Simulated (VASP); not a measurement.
A run of VASP 6.6.1:

Contents of INCAR:

```
ALGO = Normal
EDIFF = 1E-7
EDIFFG = -0.04
ENCUT = 600
GGA = PE
IBRION = 2
ISIF = 3
ISMEAR = 0
LASPH = True
LCHARG = False
LREAL = False
LWAVE = False
NELM = 60
NSW = 90
PREC = Accurate
SIGMA = 0.1
```

The input KPOINTS:

```
k-points
0
Gamma
  4 4 4
```

The input POSCAR:

```
Sc2Cu3
1.0
    4.2266385500      0.0000000000      0.0000000000
    0.0000000000      4.2266385500      0.0000000000
    0.0000000000      0.0000000000      4.2266385500
Sc Cu
2 3
Direct
    0.5000000000      0.5000000000      0.5000000000
    0.0000000000      0.0000000000      0.0000000000
    0.5000000000      0.0000000000      0.0000000000
    0.0000000000      0.5000000000      0.0000000000
    0.0000000000      0.0000000000      0.5000000000
```

Potentials or basis: VASP PAW PBE potentials, release 64 (Sc_sv, Cu).

Command:

```console
$ cat potpaw_PBE.64/Sc_sv/POTCAR potpaw_PBE.64/Cu/POTCAR > POTCAR
$ mpirun -np 1 vasp_std > vasp.out
```

Hardware: 1 thread of Intel(R) Xeon(R) 6975P-C (Granite Rapids), with other jobs on the host.

Question: How long does it take, and how much memory?

Answer: Run time: 73 s on 1 thread of Intel(R) Xeon(R) 6975P-C (Granite Rapids) (shared host), peak memory 0.22 GiB. Counts: scf iterations 58, k points 10, ion steps 4.
